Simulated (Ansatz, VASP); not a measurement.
**PtSe2: VASP beside Ansatz**

```xyz
6
Lattice="3.3504 0.0000 0.0000 -1.6752 2.9015 0.0000 0.0000 0.0000 23.9574" Properties=species:S:1:pos:R:3 pbc="T T T"
Pt    1.6752    0.9672    3.4946
Pt    0.0000    1.9343   20.4628
Se    0.0000    1.9343    4.9076
Se    1.6752    0.9672   22.2178
Se    0.0000    1.9343    1.7396
Se    1.6752    0.9672   19.0498
```

Alike in both runs: task single point; functional PBE; k mesh 12 × 12 × 2; occupations gaussian, width 0.1 eV; no spin polarisation.

|  | VASP | Ansatz |
| --- | --- | --- |
| version | VASP 6.6.1 | Ansatz 0.2.0 |
| potentials or method | VASP PAW PBE potentials, release 64 (Pt, Se), cutoff 520 eV | scalar-relativistic, plane waves, PAW |
| valence electrons in the cell | 44 | 100 |

Ansatz gave:

| Item | Value |
| --- | --- |
| gap on the k mesh at the Fermi level (eV) | none |
| rms of the force components (eV/Å) | 0.884 |

**Question.** Which values does VASP return?

**Answer.** gap on the k mesh at the Fermi level (eV): none; rms of the force components (eV/Å): 0.893.

Atom by atom the forces differ by 0.010 eV/Å (rms over components). A gap of «none» marks a metal or a gap that the smearing closes. VASP's potentials hold 44 valence electrons a cell and Ansatz's 100, so a difference there can come from the potentials and not from the codes.

Neither program's run includes spin-orbit coupling.
